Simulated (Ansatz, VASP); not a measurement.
## Se in VASP and in Ansatz

```
Se
1.0
     0.00000    2.97196    2.97196
     2.97196    0.00000    2.97196
     2.97196    2.97196    0.00000
Se
2
Direct
  0.74000 0.92000 0.92000
  0.26000 0.08000 0.08000
```

Change from the starting cell: shortest bond scaled by 0.64, PAW files.

Alike in both runs: task single point; functional LDA; k mesh 9 × 9 × 9; occupations fermi-dirac, width 0.05 eV; no spin polarisation.

|  | VASP | Ansatz |
| --- | --- | --- |
| version | VASP 6.6.1 | Ansatz 0.2.0 |
| potentials or method | VASP PAW LDA potentials, release 64 (Se) | PAW with Ansatz's default frozen-core files, scalar-relativistic |
| plane-wave cutoff (eV) | 520 | 420 |
| valence electrons in the cell | 12 | 32 |

```tsv
	VASP	Ansatz	Ansatz less VASP
pressure (GPa)	70.8	63.6	-7.22
traceless stress, the component that is largest in VASP (GPa)	-68.67	-61.53	+7.131
rms of the force components (eV/Å)	23.701	21.246	-2.4546
```

LDA's correlation is that of Perdew and Zunger in VASP and of Perdew and Wang (1992) in Ansatz. Atom by atom the forces differ by 2.455 eV/Å (rms over components). The pressures are high and differ by over a tenth, so treat them with care. VASP's potentials hold 12 valence electrons a cell and Ansatz's 32, so a difference there can come from the potentials and not from the codes.

Noted on VASP's run: the cell as given lies far from equilibrium.
